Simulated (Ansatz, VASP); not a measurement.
One calculation of Zr2C3, two programs

```
CELL_PARAMETERS angstrom
4.42816 0.00000 0.00000
0.00000 4.42816 0.00000
0.00000 0.00000 3.17078
ATOMIC_POSITIONS crystal
Zr 0.50000 0.00000 0.68367
Zr 0.00000 0.50000 0.31633
C 0.00000 0.00000 0.00000
C 0.50000 0.50000 0.50000
C 0.00000 0.00000 0.50000
```

Change from the starting cell: ordered vacancies on the anion sites of fluorite (P-4m2, No. 115).

Alike in both runs: functional PBE; k mesh 4 × 4 × 6; occupations gaussian, width 0.1 eV; no spin polarisation.

Ansatz relaxed the structure, and its values are those at the end. VASP's run is a single point on that final structure, the one shown.

|  | VASP | Ansatz |
| --- | --- | --- |
| version | VASP 6.6.1 | Ansatz 0.2.0 |
| potentials or method | VASP PAW PBE potentials, release 64 (Zr_sv, C), cutoff 600 eV | scalar-relativistic, plane waves, PAW |
| valence electrons in the cell | 36 | 36 |

VASP gave:

* gap on the k mesh at the Fermi level (eV): none
* pressure (GPa): 0.2

**Question.** Estimate Ansatz's values.

**Answer.** gap on the k mesh at the Fermi level (eV): none; pressure (GPa): 0.1.

A gap of «none» marks a metal or a gap that the smearing closes. With one functional, cell and mesh, what is left measures potentials, basis and numerics.
